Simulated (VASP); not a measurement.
SnS2, 3 atoms in the cell. The structure is trigonal, space group P-3m1 (No. 164). Conventional cell: a = 3.639 Å, b = 3.639 Å, c = 5.868 Å, α = 90.00°, β = 90.00°, γ = 120.00°. Sn (site symmetry -3m) has 6 S at 2.56 Å within 3.4 Å. S (site symmetry 3m) has 3 Sn at 2.56 Å within 3.4 Å. 

* Program: VASP 6.6.1
* Task: single point
* Functional: PBE
* Potentials or basis: VASP PAW PBE potentials, release 64 (Sn_d, S)
* Cutoff: 500 eV
* k mesh: 2 × 2 × 1
* Occupations: gaussian, width 0.01 eV
* Spin: no spin polarisation
* Dipole correction: no
* Further INCAR settings: ALGO = Normal; EDIFF = 1e-06; NBANDS = 20

Potentials or basis: VASP PAW PBE potentials, release 64 (Sn_d, S).

Launch:

```console
$ cat potpaw_PBE.64/Sn_d/POTCAR potpaw_PBE.64/S/POTCAR > POTCAR
$ mpirun -np 1 vasp_std > vasp.out
```

Hardware: 1 thread of Intel(R) Xeon(R) 6975P-C (Granite Rapids) (shared host).

Problem. How long does it take, and how much memory?

Solution. It took 4 s on 1 thread of Intel(R) Xeon(R) 6975P-C (Granite Rapids), on a shared host, peak memory 0.17 GiB. Counts: scf iterations 14, k points 2.
